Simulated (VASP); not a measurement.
# LaMg3 (P4mm) in VASP: further runs

LaMg3 is run at these levels: LDA; tasks: single point.

Program: VASP 6.6.1. These are calculated values, not measurements. Logs are shortened: lines on timing, memory, paths and dates and some standing lists are left out, and cuts for length are marked.

### 1 The cell of the first run

The structure is tetragonal, space group P4mm (No. 99). Conventional cell: a = 4.826 Å, b = 4.826 Å, c = 4.826 Å, α = 90.00°, β = 90.00°, γ = 90.00°. La (site symmetry 4mm) has 12 Mg at 3.41 to 3.42 Å within 4.5 Å. Within 4.5 Å of Mg (site symmetry 2mm) lie 4 La at 3.41 to 3.42 Å and 8 Mg at 3.41 Å. Mg (site symmetry 4mm) has 8 Mg at 3.41 Å and 4 La at 3.41 Å within 4.5 Å.

### 2 Single point, LDA

File INCAR:

```
ALGO = Normal
EDIFF = 1E-7
ENCUT = 520
ISIF = 2
ISMEAR = -1
LASPH = True
LCHARG = True
LELF = True
LREAL = False
LVHAR = True
LWAVE = False
NBANDS = 16
NELM = 80
PREC = Accurate
SIGMA = 0.1
```

File KPOINTS:

```
k-points
0
Gamma
  5 5 5
```

File POSCAR:

```
LaMg3
1.0
    4.8263130000      0.0000000000      0.0000000000
    0.0000000000      4.8263130000      0.0000000000
    0.0000000000      0.0000000000      4.8263130000
La Mg
1 3
Direct
    0.0000000000      0.0020719750      0.0000000000
    0.5000000000      0.5000000000      0.0000000000
    0.5000000000      0.0000000000      0.5000000000
    0.0000000000      0.5000000000      0.5000000000
```

Potentials or basis: VASP PAW LDA potentials, release 64 (La, Mg).

Started as:

```
> cat potpaw_LDA.64/La/POTCAR potpaw_LDA.64/Mg/POTCAR > POTCAR
> mpirun -np 1 vasp_std > vasp.out
```

OUTCAR:

```text
EDIFF = 1E-7
   ENCUT = 520
   ISIF = 2
   ISMEAR = -1
   LASPH = True
   LREAL = False
   NELM = 80
   PREC = Accurate

 ion  position               nearest neighbor table
   1  0.000  0.002  0.000-   2 3.41   4 3.41   4 3.41   2 3.41   3 3.41   3 3.41   3 3.41   3 3.41
                             2 3.42   4 3.42   4 3.42   2 3.42
   2  0.500  0.500  0.000-   1 3.41   1 3.41   4 3.41   3 3.41   4 3.41   3 3.41   3 3.41   3 3.41
                             4 3.41   4 3.41   1 3.42   1 3.42
   3  0.500  0.000  0.500-   2 3.41   4 3.41   2 3.41   2 3.41   4 3.41   2 3.41   4 3.41   4 3.41
                             1 3.41   1 3.41   1 3.41   1 3.41
   4  0.000  0.500  0.500-   1 3.41   1 3.41   3 3.41   2 3.41   2 3.41   3 3.41   2 3.41   3 3.41
                             2 3.41   3 3.41   1 3.42   1 3.42

  LATTYP: Found a simple cubic cell.
 ALAT       =     4.8263130000

  Lattice vectors:

 A1 = (   4.8263130000,   0.0000000000,   0.0000000000)
 A2 = (   0.0000000000,   4.8263130000,   0.0000000000)
 A3 = (   0.0000000000,   0.0000000000,   4.8263130000)

Analysis of symmetry for initial positions (statically):
=====================================================================
 Subroutine PRICEL returns:
 Original cell was already a primitive cell.

 Routine SETGRP: Setting up the symmetry group for a
 simple cubic supercell.

 Subroutine GETGRP returns: Found  8 space group operations
 (whereof  8 operations were pure point group operations)
 out of a pool of 48 trial point group operations.

The static configuration has the point symmetry C_4v.

Analysis of symmetry for dynamics (positions and initial velocities):
=====================================================================
 Subroutine PRICEL returns:
 Original cell was already a primitive cell.

 Routine SETGRP: Setting up the symmetry group for a
 simple cubic supercell.

 Subroutine GETGRP returns: Found  8 space group operations
 (whereof  8 operations were pure point group operations)
 out of a pool of 48 trial point group operations.

The dynamic configuration has the point symmetry C_4v.

 Subroutine INISYM returns: Found  8 space group operations
 (whereof  8 operations are pure point group operations),
 and found     1 'primitive' translations

----------------------------------------------------------------------------------------

                                     Primitive cell

  volume of cell :     112.4207

  direct lattice vectors                    reciprocal lattice vectors
     4.826313000  0.000000000  0.000000000     0.207197503  0.000000000  0.000000000
     0.000000000  4.826313000  0.000000000     0.000000000  0.207197503  0.000000000
     0.000000000  0.000000000  4.826313000     0.000000000  0.000000000  0.207197503

  length of vectors
     4.826313000  4.826313000  4.826313000     0.207197503  0.207197503  0.207197503

  position of ions in fractional coordinates (direct lattice)
     0.000000000  0.002071975  0.000000000
     0.500000000  0.500000000  0.000000000
     0.500000000  0.000000000  0.500000000
     0.000000000  0.500000000  0.500000000

  ion indices of the primitive-cell ions
   primitive index   ion index
                 1           1
                 2           2
                 3           3
                 4           4

----------------------------------------------------------------------------------------

 KPOINTS: k-points

Automatic generation of k-mesh.
 Grid dimensions read from file:
 generate k-points for:    5    5    5

 Generating k-lattice:

  Cartesian coordinates                     Fractional coordinates (reciprocal lattice)
     0.041439501  0.000000000  0.000000000     0.200000000  0.000000000  0.000000000
     0.000000000  0.041439501  0.000000000     0.000000000  0.200000000  0.000000000
     0.000000000  0.000000000  0.041439501     0.000000000  0.000000000  0.200000000

  Length of vectors
     0.041439501  0.041439501  0.041439501

  Shift w.r.t. Gamma in fractional coordinates (k-lattice)
     0.000000000  0.000000000  0.000000000

 Subroutine IBZKPT returns following result:
 ===========================================

 Found     18 irreducible k-points:

 Following reciprocal coordinates:
            Coordinates               Weight
  0.000000  0.000000  0.000000      1.000000
  0.200000  0.000000  0.000000      4.000000
  0.000000  0.200000  0.000000      2.000000
  0.400000  0.000000  0.000000      4.000000
  0.000000  0.400000  0.000000      2.000000
  0.200000  0.200000  0.000000      8.000000
[... 10 lines left out ...]
  0.400000  0.200000  0.400000      8.000000
  0.400000  0.400000  0.400000      8.000000
   k-points           NKPTS =     18   k-points in BZ     NKDIM =     18   number of bands    NBANDS=     16
   number of dos      NEDOS =    301   number of ions     NIONS =      4
   total plane-waves  NPLWV =  46656
   dimension x,y,z NGX =    36 NGY =   36 NGZ =   36
   dimension x,y,z NGXF=    72 NGYF=   72 NGZF=   72
   ions per type =               1   3
   NGX,Y,Z   is equivalent  to a cutoff of  12.40, 12.40, 12.40 a.u.
   NGXF,Y,Z  is equivalent  to a cutoff of  24.80, 24.80, 24.80 a.u.
 SYSTEM =  unknown system
   PREC   = accura    normal or accurate (medium, high low for compatibility)
   ISTART =      0    job   : 0-new  1-cont  2-samecut
   ICHARG =      2    charge: 1-file 2-atom 10-const
   ISPIN  =      1    spin polarized calculation?
   LNONCOLLINEAR =      F non collinear calculations
   LSORBIT =      F    spin-orbit coupling
   LASPH  =      T    aspherical Exc in radial PAW
   ENCUT  =  520.0 eV  38.22 Ry    6.18 a.u.   8.97  8.97  8.97*2*pi/ulx,y,z
   NELM   =     80;   NELMIN=  2; NELMDL= -5     # of ELM steps
   EDIFF  = 0.1E-06   stopping-criterion for ELM
   LREAL  =      F    real-space projection
   EDIFFG = 0.1E-05   stopping-criterion for IOM
   NSW    =      0    number of steps for IOM
   IBRION =     -1    ionic relax: 0-MD 1-quasi-New 2-CG
   NFREE  =      0    steps in history (QN), initial steepest desc. (CG)
   ISIF   =      2    stress and relaxation
   ISYM   =      2    0-nonsym 1-usesym 2-fastsym
   POTIM  = 0.5000    time-step for ionic-motion
   TEBEG  =    0.0;   TEEND  =   0.0 temperature during run
   PSTRESS=    0.0 pullay stress
   NELECT =      17.0000    total number of electrons
   NUPDOWN=      -1.0000    fix difference up-down
   EMIN   =  10.00;   EMAX   =-10.00  energy-range for DOS
   EFERMI =   0.00;   METHOD = LEGACY
   ISMEAR =    -1;   SIGMA  =   0.10  broadening in eV -4-tet -1-fermi 0-gaus
   EFERMI_NEDOS =   21; number of points for ismear=-14 and -15
   IALGO  =     38    algorithm
   IMIX   =      4    mixing-type and parameters
     AMIX     =   0.40;   BMIX     =  1.00
     AMIX_MAG =   1.60;   BMIX_MAG =  1.00
  volume/ion in A,a.u.               =      28.11       189.66
  Fermi-wavevector in a.u.,A,eV,Ry     =   0.872186  1.648192 10.350060  0.760708
  Thomas-Fermi vector in A             =   1.991399
   LORBIT       =      0    0 simple, 1 ext, 2 COOP (PROOUT), +10 PAW based schemes
   GGA     = CA    functional components
   LHFCALC =     F    Hartree Fock is set to
   AEXX    =    0.0000 exact exchange contribution
   IVDW    =     0    specifies the selected vdW correction
   LEPSILON=     F    determine dielectric tensor
   LRPA    =     F    only Hartree local field effects (RPA)
 non-spin polarized calculation
  energy-cutoff  :      520.00
  volume of cell :      112.42
 maximum number of plane-waves:      3043
 NGX is ok and might be reduce to    36
   NGX = 17   NGY = 17   NGZ = 17

 number of electron      16.9999997 magnetization

 Free energy of the ion-electron system (eV)
  ---------------------------------------------------
  ext. energy  EPLUGINS =         0.00000000
  ---------------------------------------------------
  free energy    TOTEN  =       -11.18450815 eV

  energy without entropy =      -11.04100389  energy(sigma->0) =      -11.11275602

 E-fermi :   3.6626     XC(G=0):  -8.8451

 val. band max:        3.5740703081   @ k =   0.4000   0.2000   0.4000
 cond. band min:       3.6839561979   @ k =   0.0000   0.4000   0.2000
 fundamental gap:      0.1098858898
 Fermi energy:         3.6626314324

 k-point     1 :       0.0000    0.0000    0.0000
  band No.  band energies     occupation
      1     -29.0105      2.00000
      2     -12.7291      2.00000
      3     -12.7291      2.00000
      4     -12.7291      2.00000
      5      -1.8167      2.00000
      6       2.5107      1.99998
[... 8 lines left out ...]
     15       5.4091      0.00000
     16       5.4091      0.00000

 k-point     2 :       0.2000    0.0000    0.0000
  band No.  band energies     occupation
      1     -29.0095      2.00000
      2     -12.7617      2.00000
      3     -12.7265      2.00000
      4     -12.7265      2.00000
      5      -1.5064      2.00000
      6       1.9655      2.00000
[... 8 lines left out ...]
     15       5.3693      0.00000
     16       5.3694      0.00000

 k-point     3 :       0.0000    0.2000    0.0000
  band No.  band energies     occupation
      1     -29.0095      2.00000
      2     -12.7617      2.00000
      3     -12.7265      2.00000
      4     -12.7265      2.00000
      5      -1.5064      2.00000
      6       1.9655      2.00000
[... 8 lines left out ...]
     15       5.3693      0.00000
     16       5.3693      0.00000

 k-point     4 :       0.4000    0.0000    0.0000
  band No.  band energies     occupation
      1     -29.0078      2.00000
      2     -12.8136      2.00000
      3     -12.7222      2.00000
      4     -12.7222      2.00000
      5      -0.6443      2.00000
      6       0.6204      2.00000
[... 8 lines left out ...]
     15       5.3654      0.00000
     16       5.3654      0.00000
[... 210 lines left out ...]
 k-point    16 :       0.4000    0.4000    0.2000
  band No.  band energies     occupation
      1     -29.0044      2.00000
      2     -12.7979      2.00000
      3     -12.7967      2.00000
      4     -12.7443      2.00000
      5       0.3262      2.00000
      6       1.4961      2.00000
[... 8 lines left out ...]
     15       5.3347      0.00000
     16       5.3423      0.00000

 k-point    17 :       0.4000    0.2000    0.4000
  band No.  band energies     occupation
      1     -29.0044      2.00000
      2     -12.7979      2.00000
      3     -12.7967      2.00000
      4     -12.7443      2.00000
      5       0.3262      2.00000
      6       1.4962      2.00000
[... 8 lines left out ...]
     15       5.3346      0.00000
     16       5.3362      0.00000

 k-point    18 :       0.4000    0.4000    0.4000
  band No.  band energies     occupation
      1     -29.0029      2.00000
      2     -12.7913      2.00000
      3     -12.7897      2.00000
      4     -12.7897      2.00000
      5       0.8281      2.00000
      6       1.5442      2.00000
[... 8 lines left out ...]
     15       5.3564      0.00000
     16       5.3597      0.00000

------------------------ aborting loop because EDIFF is reached ----------------------------------------

  FORCE on cell =-STRESS in cart. coord.  units (eV):
  Direction    XX          YY          ZZ          XY          YZ          ZX
  --------------------------------------------------------------------------------------
  -------------------------------------------------------------------------------------
  Total       -1.7797987     -1.7801604     -1.7797987     -0.0000000     -0.0000000      0.0000000
  in kB      -25.3650085    -25.3701638    -25.3650085     -0.0000000     -0.0000000      0.0000000
  external PRESSURE =     -25.3667270 kB  Pullay stress =       0.0000000 kB

 VOLUME and BASIS-vectors are now :
 -----------------------------------------------------------------------------
  energy-cutoff  :      520.00
  volume of cell :      112.42
      direct lattice vectors                 reciprocal lattice vectors
     4.826313000  0.000000000  0.000000000     0.207197503  0.000000000  0.000000000
     0.000000000  4.826313000  0.000000000     0.000000000  0.207197503  0.000000000
     0.000000000  0.000000000  4.826313000     0.000000000  0.000000000  0.207197503

 POSITION                                       TOTAL-FORCE (eV/Angst)
 -----------------------------------------------------------------------------------
      0.00000      0.01000      0.00000        -0.000000     -0.045124      0.000000
      2.41316      2.41316      0.00000         0.000000      0.019749     -0.000000
      2.41316      0.00000      2.41316         0.000000      0.005626     -0.000000
      0.00000      2.41316      2.41316         0.000000      0.019749     -0.000000
 -----------------------------------------------------------------------------------
    total drift:                               -0.000000      0.000224      0.000000

  FREE ENERGIE OF THE ION-ELECTRON SYSTEM (eV)
  ---------------------------------------------------
  free  energy   TOTEN  =       -11.1845081537 eV

  energy  without entropy=      -11.0410038859  energy(sigma->0) =      -11.11275602
```

It took 68 s on 1 thread of AMD EPYC 7R13, shared host; peak memory 0.16 GiB.

What came out:

* Free energy: -11.1845 eV
* Pressure: -2.5 GPa
* Largest force: 0.045 eV/Å

Forces in eV/Å, atoms in the order of the input:
```
La   0.000 -0.045  0.000
Mg   0.000  0.020  0.000
Mg   0.000  0.006  0.000
Mg   0.000  0.020  0.000
```

Caveat: spin-orbit coupling is left out, which moves the levels of the heavy elements.

### 3 Single point, LDA

File INCAR:

```
  PREC = Accurate
  ENCUT = 520
  EDIFF = 1E-6
  ISMEAR = -1
  SIGMA = 0.1
  LREAL = False
  LASPH = True
  NELM = 80
  ALGO = Normal
  ISIF = 2
  LWAVE = False
  LCHARG = True
  LELF = True
  LVHAR = True
  NBANDS = 16
```

File KPOINTS:

```
Automatic mesh
0
Gamma
  5 5 5
```

POSCAR: that of step 2 with these lines changed.

```diff
@@ -8,3 +8,3 @@
 Direct
-    0.0000000000      0.0020719750      0.0000000000
+    0.0000000000      0.0041439501      0.0000000000
     0.5000000000      0.5000000000      0.0000000000
```

Potentials or basis: VASP PAW LDA potentials, release 64 (La, Mg).

Started as:

```
> cat potpaw_LDA.64/La/POTCAR potpaw_LDA.64/Mg/POTCAR > POTCAR
> mpirun -np 1 vasp_std > vasp.out
```

Wall time 67 s (1 thread of AMD EPYC 7R13, shared host); peak memory 0.16 GiB.

It converged, with:

```yaml
Free_energy: -11.1838 eV
Pressure: -2.5 GPa
Largest_force: 0.090 eV/Å
```

Forces on the atoms (eV/Å):
```
La   0.000 -0.090  0.000
Mg   0.000  0.040  0.000
Mg   0.000  0.011  0.000
Mg   0.000  0.040  0.000
```

Levels at points of the mesh, in eV from the Fermi level:
```tsv
k point	band 5	band 6	band 7	band 8	band 9	band 10	band 11	band 12
(0.00, 0.00, 0.00)	-5.48	-1.15	-1.15	0.62	0.62	0.62	1.48	1.48
```

Caveat: spin-orbit coupling is left out, which moves the levels of the heavy elements.
